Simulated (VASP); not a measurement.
A run of VASP 6.6.1 is set up as follows.

Contents of INCAR:

```
PREC = Accurate ; ENCUT = 520
EDIFF = 1E-6 ; ISMEAR = 0
SIGMA = 0.15 ; LREAL = False
LASPH = True ; NELM = 100
ALGO = Fast ; ISIF = 2
LWAVE = False ; LCHARG = False
GGA = PE ; NBANDS = 22
```

Contents of KPOINTS:

```
Automatic mesh
0
Gamma
  21 21 12
```

Contents of POSCAR:

```
Rh
1.0
    2.8325798119      0.0000000000      0.0000000000
   -1.4162899060      2.4530860753      0.0000000000
    0.0000000000      0.0000000000      4.4230733762
Rh
2
Direct
    0.6666666667      0.3333333333      0.7500000000
    0.3333333333      0.6666666667      0.2500000000
```

Potentials or basis: VASP PAW PBE potentials, release 64 (Rh_pv).

Command:

```console
$ cat potpaw_PBE.64/Rh_pv/POTCAR > POTCAR
$ mpirun -np 1 vasp_std > vasp.out
```

Task: What does it give for the band gap on the k mesh?

Result: Zero (bands 15 and 16 overlap by 1.92 eV).

Task: What does it give for the pressure?

Result: -17.0 GPa.

Stress tensor (GPa, compression positive):
```
-18.56   0.00   0.00
  0.00 -18.56   0.00
  0.00   0.00 -13.76
```

Caveat: the cell stands under tension.
